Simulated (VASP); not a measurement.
# Os (P6_3/mmc) in VASP: notebook, part 2 of 2

VASP 6.6.1. Earlier steps stand in the parts before.

## Step 3: Electric field gradients, PBE (z stretched by +1.5 % at fixed volume)

Input file INCAR:

```
PREC = Accurate ; ENCUT = 520
EDIFF = 1E-8 ; ISMEAR = -1
SIGMA = 0.05 ; LREAL = F
LASPH = T ; NELM = 60
ALGO = Normal ; ISIF = 2
LWAVE = F ; LCHARG = F
GGA = PE ; LEFG = T
NBANDS = 15
```

Input file KPOINTS:

```
regular mesh
0
Gamma
  15 15 9
```

Input file POSCAR:

```
Os
1.0
    2.7138220692      0.0000000000      0.0000000000
   -1.3569110346      2.3502388533      0.0000000000
    0.0000000000      0.0000000000      4.3844955000
Os
2
Direct
    0.3333333333      0.6666666667      0.2500000000
    0.6666666667      0.3333333333      0.7500000000
```

Potentials or basis: VASP PAW PBE potentials, release 64 (Os).

On the command line:

```console
> cat potpaw_PBE.64/Os/POTCAR > POTCAR
> mpirun -np 1 vasp_std > vasp.out
```

OUTCAR:

```text
PREC = Accurate
   ENCUT = 520
   EDIFF = 1E-8
   ISMEAR = -1
   LREAL = F
   LASPH = T
   NELM = 60
   ISIF = 2
   GGA = PE

 ion  position               nearest neighbor table
   1  0.333  0.667  0.250-   2 2.69   2 2.69   2 2.69   2 2.69   2 2.69   2 2.69
   2  0.667  0.333  0.750-   1 2.69   1 2.69   1 2.69   1 2.69   1 2.69   1 2.69

  LATTYP: Found a hexagonal cell.
 ALAT       =     2.7138220692
 C/A-ratio  =     1.6156164215

  Lattice vectors:

 A1 = (   2.7138220692,   0.0000000000,   0.0000000000)
 A2 = (  -1.3569110346,   2.3502388533,   0.0000000000)
 A3 = (   0.0000000000,   0.0000000000,   4.3844955000)

Analysis of symmetry for initial positions (statically):
=====================================================================
 Subroutine PRICEL returns:
 Original cell was already a primitive cell.

 Routine SETGRP: Setting up the symmetry group for a
 hexagonal supercell.

 Subroutine GETGRP returns: Found 24 space group operations
 (whereof 12 operations were pure point group operations)
 out of a pool of 24 trial point group operations.

The static configuration has the point symmetry D_3d.
 The point group associated with its full space group is D_6h.

Analysis of symmetry for dynamics (positions and initial velocities):
=====================================================================
 Subroutine PRICEL returns:
 Original cell was already a primitive cell.

 Routine SETGRP: Setting up the symmetry group for a
 hexagonal supercell.

 Subroutine GETGRP returns: Found 24 space group operations
 (whereof 12 operations were pure point group operations)
 out of a pool of 24 trial point group operations.

The dynamic configuration has the point symmetry D_3d.
 The point group associated with its full space group is D_6h.

 Subroutine INISYM returns: Found 24 space group operations
 (whereof 12 operations are pure point group operations),
 and found     1 'primitive' translations

----------------------------------------------------------------------------------------

                                     Primitive cell

  volume of cell :      27.9649

  direct lattice vectors                    reciprocal lattice vectors
     2.713822069  0.000000000  0.000000000     0.368483996  0.212744334  0.000000000
    -1.356911035  2.350238853  0.000000000     0.000000000  0.425488668  0.000000000
     0.000000000  0.000000000  4.384495500     0.000000000  0.000000000  0.228076412

  length of vectors
     2.713822069  2.713822069  4.384495500     0.425488668  0.425488668  0.228076412

  position of ions in fractional coordinates (direct lattice)
     0.333333333  0.666666667  0.250000000
     0.666666667  0.333333333  0.750000000

  ion indices of the primitive-cell ions
   primitive index   ion index
                 1           1
                 2           2

----------------------------------------------------------------------------------------

 KPOINTS: regular mesh

[... 79 lines left out ...]
   NUPDOWN=      -1.0000    fix difference up-down
   EMIN   =  10.00;   EMAX   =-10.00  energy-range for DOS
   EFERMI =   0.00;   METHOD = LEGACY
   ISMEAR =    -1;   SIGMA  =   0.05  broadening in eV -4-tet -1-fermi 0-gaus
   EFERMI_NEDOS =   21; number of points for ismear=-14 and -15
   IALGO  =     38    algorithm
   IMIX   =      4    mixing-type and parameters
     AMIX     =   0.40;   BMIX     =  1.00
     AMIX_MAG =   1.60;   BMIX_MAG =  1.00
  volume/ion in A,a.u.               =      13.98        94.36
  Fermi-wavevector in a.u.,A,eV,Ry     =   1.359076  2.568282 25.131162  1.847088
  Thomas-Fermi vector in A             =   2.485855
   LORBIT       =      0    0 simple, 1 ext, 2 COOP (PROOUT), +10 PAW based schemes
   GGA     = PE    functional components
   LHFCALC =     F    Hartree Fock is set to
   AEXX    =    0.0000 exact exchange contribution
   IVDW    =     0    specifies the selected vdW correction
   LEPSILON=     F    determine dielectric tensor
   LRPA    =     F    only Hartree local field effects (RPA)
 non-spin polarized calculation
  energy-cutoff  :      520.00
  volume of cell :       27.96
 maximum number of plane-waves:       771
   NGX = 11   NGY = 11   NGZ = 17

 number of electron      15.9999998 magnetization

 Free energy of the ion-electron system (eV)
  ---------------------------------------------------
  ext. energy  EPLUGINS =         0.00000000
  ---------------------------------------------------
  free energy    TOTEN  =       -22.47590915 eV

  energy without entropy =      -22.46723301  energy(sigma->0) =      -22.47157108

 E-fermi :   9.4597     XC(G=0): -14.0615

 val. band max:        9.4577967822   @ k =   0.2667   0.0000   0.0000
 cond. band min:       9.4619023692   @ k =   0.1333   0.0000   0.3333
 fundamental gap:      0.0041055870
 Fermi energy:         9.4596938739

 k-point     1 :       0.0000    0.0000    0.0000
  band No.  band energies     occupation
      1      -1.4744      2.00000
      2       1.6452      2.00000
      3       6.4161      2.00000
      4       6.4486      2.00000
      5       6.4486      2.00000
      6       7.2288      2.00000
      7       7.2288      2.00000
      8       8.1194      2.00000
      9       8.1194      2.00000
     10       9.2471      1.97194
     11      11.1747      0.00000
     12      11.1747      0.00000
     13      18.2663      0.00000
     14      23.6273      0.00000
[... 401 lines left out ...]
      2       3.4045      2.00000
      3       3.4542      2.00000
      4       5.5777      2.00000
      5       5.8367      2.00000
      6       6.4363      2.00000
      7       7.7116      2.00000
      8      10.8183      0.00000
      9      11.4747      0.00000
     10      11.4949      0.00000
     11      14.7710      0.00000
     12      15.4512      0.00000
     13      17.9174      0.00000
     14      20.8440      0.00000
     15      23.1268      0.00000

 [... further k-points ...]
[... 5 lines left out ...]
  --------------------------------------------------------------------------------------
  -------------------------------------------------------------------------------------
  Total        2.2474427      2.2474427     -0.0419459      0.0000000     -0.0000000      0.0000000
  in kB      128.7615528    128.7615528     -2.4031847      0.0000000     -0.0000000      0.0000000
  external PRESSURE =      85.0399736 kB  Pullay stress =       0.0000000 kB

 VOLUME and BASIS-vectors are now :
 -----------------------------------------------------------------------------
  energy-cutoff  :      520.00
  volume of cell :       27.96
      direct lattice vectors                 reciprocal lattice vectors
     2.713822069  0.000000000  0.000000000     0.368483996  0.212744334  0.000000000
    -1.356911035  2.350238853  0.000000000     0.000000000  0.425488668  0.000000000
     0.000000000  0.000000000  4.384495500     0.000000000  0.000000000  0.228076412

 POSITION                                       TOTAL-FORCE (eV/Angst)
 -----------------------------------------------------------------------------------
     -0.00000      1.56683      1.09612        -0.000000      0.000000      0.000000
      1.35691      0.78341      3.28837         0.000000      0.000000      0.000000
 -----------------------------------------------------------------------------------
    total drift:                               -0.000000      0.000000     -0.000000

  FREE ENERGIE OF THE ION-ELECTRON SYSTEM (eV)
  ---------------------------------------------------
  free  energy   TOTEN  =       -22.4759091498 eV

  energy  without entropy=      -22.4672330141  energy(sigma->0) =      -22.47157108

 Electric field gradients (V/A^2)
---------------------------------------------------------------------
 ion       V_xx      V_yy      V_zz      V_xy      V_xz      V_yz
---------------------------------------------------------------------
   1      14.682    14.682   -29.365     0.000     0.000    -0.000
   2      14.682    14.682   -29.365     0.000    -0.000     0.000
---------------------------------------------------------------------

 Electric field gradients after diagonalization (V/A^2)
 (convention: |V_zz| > |V_xx| > |V_yy|)
----------------------------------------------------------------------
 ion       V_xx      V_yy      V_zz     asymmetry (V_yy - V_xx)/ V_zz
----------------------------------------------------------------------
   1      14.683    14.682   -29.365       0.000
   2      14.683    14.682   -29.365       0.000
----------------------------------------------------------------------

           NMR quadrupolar parameters

 Cq : quadrupolar parameter    Cq=e*Q*V_zz/h
 eta: asymmetry parameters     (V_yy - V_xx)/ V_zz
 Q  : nuclear electric quadrupole moment in mb (millibarn)
----------------------------------------------------------------------
 ion       Cq(MHz)       eta       Q (mb)
----------------------------------------------------------------------
   1      -0.071       0.000       1.000
   2      -0.071       0.000       1.000
----------------------------------------------------------------------
```

It took 71 s on 1 thread of Intel Xeon 8259CL, shared host; peak memory 0.18 GiB.

Results:

```yaml
Free_energy: -22.4759 eV
Pressure: 8.5 GPa
Band_gap_on_the_k_mesh: zero (bands 8 and 9 overlap by 3.98 eV)
Largest_electric_field_gradient_by_atom: Os -29.4 V/Å²
```

Stress tensor (GPa, compression positive):
```
12.88  0.00  0.00
 0.00 12.88  0.00
 0.00  0.00 -0.24
```

Levels at points of the mesh, in eV from the Fermi level:
```csv
k point,band 5,band 6,band 7,band 8,band 9,band 10,band 11,band 12
"(0.00, 0.00, 0.00)",-3.01,-2.23,-2.23,-1.34,-1.34,-0.21,1.72,1.72
```

Electric field gradients, principal values (V/Å²):
```csv
atom,least,middle,greatest (by size)
1 Os,14.682,14.683,-29.365
2 Os,14.682,14.683,-29.365
```

Caveat: the cell stands under pressure; without QUAD_EFG the Cq values of the log hold for a quadrupole moment of 1 mb, not for the nuclei; spin-orbit coupling is left out, which moves the levels of the heavy elements.
